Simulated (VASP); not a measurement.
A run of VASP 6.6.1:

The input INCAR:

```
SYSTEM = Ta3Cu
PREC = Accurate
ENCUT = 520
EDIFF = 1E-7
ISMEAR = -1
SIGMA = 0.05
LREAL = .False.
LASPH = .True.
NELM = 100
ALGO = Fast
ISIF = 2
LWAVE = .False.
LCHARG = .False.
GGA = CA
NBANDS = 30
```

Contents of KPOINTS:

```
regular mesh
0
Gamma
  9 9 9
  0 0 0
```

The input POSCAR:

```
Ta3Cu
1.0
   -1.9655463842      1.9655463842      4.1222648751
    1.9655463842     -1.9655463842      4.1222648751
    1.9655463842      1.9655463842     -4.1222648751
Ta Cu
3 1
Direct
    0.5000000000      0.5000000000      0.0000000000
    0.2500000000      0.7500000000      0.5000000000
    0.7500000000      0.2500000000      0.5000000000
    0.0000000000      0.0000000000      0.0000000000
```

Potentials or basis: VASP PAW LDA potentials, release 64 (Ta_pv, Cu).

The run is started by

```bash
$ cat potpaw_LDA.64/Ta_pv/POTCAR potpaw_LDA.64/Cu/POTCAR > POTCAR
$ mpirun -np 1 vasp_std > vasp.out
```

Hardware: 1 thread of Intel Xeon 8259CL, with other jobs on the host.

Question: How long does it take, and how much memory?

Answer: Wall time 12 min on 1 thread of Intel Xeon 8259CL (shared host), peak memory 0.28 GiB. Counts: scf iterations 22, k points 75.
